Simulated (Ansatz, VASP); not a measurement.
## One calculation of Lu, two programs

File POSCAR:

```
Lu
1.0
    3.5048186286      0.0000000000      0.0000000000
   -1.7524093143      3.0352619680      0.0000000000
    0.0000000000      0.0000000000      5.4696750779
Lu
2
Direct
    0.3333333333      0.6666666667      0.2500000000
    0.6666666667      0.3333333333      0.7500000000
```

File INCAR.step1:

```
SYSTEM = Lu
  PREC = Accurate
  ENCUT = 520
  ISMEAR = 0
  SIGMA = 1.0
  LREAL = .False.
  LASPH = .True.
  NELM = 80
  NBANDS = 32
  GGA = PE
  ALGO = Normal
  EDIFF = 1E-4
  LWAVE = .True.
  LCHARG = .False.
```

The input INCAR.step2:

```
SYSTEM = Lu
  PREC = Accurate
  ENCUT = 520
  EDIFF = 1E-6
  ISMEAR = 0
  SIGMA = 1.0
  LREAL = .False.
  LASPH = .True.
  NELM = 80
  ALGO = Normal
  ISIF = 2
  LWAVE = .False.
  LCHARG = .False.
  METAGGA = R2SCAN
  LMIXTAU = .True.
  NBANDS = 32
  ISTART = 1
```

The input KPOINTS:

```
regular mesh
0
Gamma
  10 10 6
  0 0 0
```

Input for Ansatz:

```yaml
crystal:
  lattice:
    - [3.5048186286, 0.0, 0.0]
    - [-1.7524093143, 3.035261968, 0.0]
    - [0.0, 0.0, 5.4696750779]
  atoms:
    - { symbol: Lu, position: [0.3333333333, 0.6666666667, 0.25] }
    - { symbol: Lu, position: [0.6666666667, 0.3333333333, 0.75] }
hamiltonian:
  xc: r2scan
  pseudopotentials:
    kind: paw
    azcp:
      Lu: "pseudopotentials/Lu.paw.azcp"
basis:
  ecutwfc: 500
  fft_grid_basis: typed
kpoints:
  mp_grid: { grid: [10, 10, 6], shift: [0, 0, 0] }
magnetization:
  spin_polarized: false
scf:
  occupations: { method: gaussian, width: 1.0 }
  lower_state_search: "off"
output:
  stress: true
```

Alike in both runs: task single point; functional r2SCAN; k mesh 10 × 10 × 6; occupations gaussian, width 1 eV; no spin polarisation.

|  | VASP | Ansatz |
| --- | --- | --- |
| version | VASP 6.6.1 | Ansatz 0.2.0 |
| potentials or method | VASP PAW PBE potentials, release 64 (Lu), cutoff 520 eV | plane waves (500 eV) with PAW, scalar-relativistic |
| valence electrons in the cell | 50 | 50 |

Ansatz gave:

| Property | Result |
| --- | --- |
| pressure (GPa) | 1.1 |
| traceless stress, the component that is largest in VASP (GPa) | 0.89 |

Problem. Which values does VASP return?

Solution. Pressure (GPa): 1.4; traceless stress, the component that is largest in VASP (GPa): 0.95.

VASP's potentials were made for PBE, not for r2SCAN.

Neither program's run includes spin-orbit coupling.
